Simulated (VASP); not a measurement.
# ZrH2: single point with PBEsol

ZrH2:

```xyz
3
Lattice="0.0000 2.3261 2.3261 2.3261 0.0000 2.3261 2.3261 2.3261 0.0000" Properties=species:S:1:pos:R:3 pbc="T T T"
Zr    0.0000    0.0000    0.0000
H     3.4891    3.4891    3.4891
H     1.1630    1.1630    1.1630
```

```json
{
 "Program": "VASP 6.6.1",
 "Task": "single point",
 "Functional": "PBEsol",
 "Potentials or basis": "VASP PAW PBE potentials, release 64 (Zr_sv, H)",
 "Cutoff": "520 eV",
 "k mesh": "8 × 8 × 8",
 "Occupations": "gaussian, width 0.01 eV",
 "Spin": "no spin polarisation",
 "Dipole correction": "no",
 "Further INCAR settings": "ALGO = Normal; EDIFF = 1e-07; NBANDS = 14"
}
```

```json
{
  "Pressure": "11.7 GPa",
  "Band gap on the k mesh": "zero (bands 7 and 8 overlap by 0.46 eV)"
}
```

Levels at points of the mesh, in eV from the Fermi level:
| k point | band 4 | band 5 | band 6 | band 7 | band 8 | band 9 | band 10 | band 11 |
| --- | --- | --- | --- | --- | --- | --- | --- | --- |
| (0.00, 0.00, 0.00) | -26.69 | -10.08 | -1.38 | -0.44 | -0.44 | -0.44 | 2.50 | 2.50 |
| (0.50, 0.00, 0.00) | -26.80 | -7.93 | -4.38 | -0.33 | -0.33 | 4.08 | 4.08 | 4.69 |
| (0.50, 0.50, 0.00) | -26.99 | -7.11 | -4.44 | -3.82 | 4.28 | 4.36 | 4.36 | 7.20 |

Run time: 16 s on 1 thread of Intel Xeon 8259CL (shared host), peak memory 0.14 GiB.

Caveat: the cell stands under pressure; the PAW data sets were made with another functional, which shifts forces and pressure a little.
